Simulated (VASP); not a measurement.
Wanted: the native input for a VASP 6.6.1 run.

| Item | Value |
| --- | --- |
| Task | single point |
| Functional | PBE |
| Potentials or basis | VASP PAW PBE potentials, release 64 (Zn, S) |
| Cutoff | 520 eV |
| k mesh | 12 × 12 × 2 |
| Occupations | gaussian, width 0.05 eV |
| Spin | no spin polarisation |
| Dipole correction | no |
| Further INCAR settings | ALGO = Normal; EDIFF = 1e-07; NBANDS = 46 |

The structure of ZnS lies in POSCAR:

```
ZnS
1.0
    3.8467234434      0.0000000000      0.0000000000
   -1.9233617217      3.3313602233      0.0000000000
    0.0000000000      0.0000000000     12.5902250239
Zn S
4 4
Direct
    0.0052941462      0.0105882924      0.0000503469
   -0.0052941462     -0.0105882924      0.5000503469
    0.3483422176      0.6966844352      0.2500245137
    0.6516577824      0.3033155648      0.7500245137
    0.0135320960      0.0270641921      0.1872896978
   -0.0135320960     -0.0270641921      0.6872896978
    0.3293910057      0.6587820115      0.4376354415
    0.6706089943      0.3412179885      0.9376354415
```

This cell differs from its parent crystal: atoms displaced along a vibrational mode.

The input as run:

INCAR

```
SYSTEM = ZnS
PREC = Accurate
ENCUT = 520
EDIFF = 1E-7
ISMEAR = 0
SIGMA = 0.05
LREAL = .False.
LASPH = .True.
NELM = 80
ALGO = Normal
ISIF = 2
LWAVE = .False.
LCHARG = .False.
GGA = PE
NBANDS = 46
```

KPOINTS

```
Automatic mesh
0
Gamma
  12 12 2
  0 0 0
```

Potentials or basis: VASP PAW PBE potentials, release 64 (Zn, S).

Launch:

```bash
$ cat potpaw_PBE.64/Zn/POTCAR potpaw_PBE.64/S/POTCAR > POTCAR
$ mpirun -np 1 vasp_std > vasp.out
```

It gave:

| Quantity | Value |
| --- | --- |
| Pressure | 0.1 GPa |
| Largest force | 0.073 eV/Å |
| Band gap on the k mesh | 2.04 eV |

Caveat: the cell differs from its parent crystal (atoms displaced along a vibrational mode).

Wall time 9.2 min on 1 thread of Intel(R) Xeon(R) 6975P-C (Granite Rapids) (shared host), peak memory 0.58 GiB.
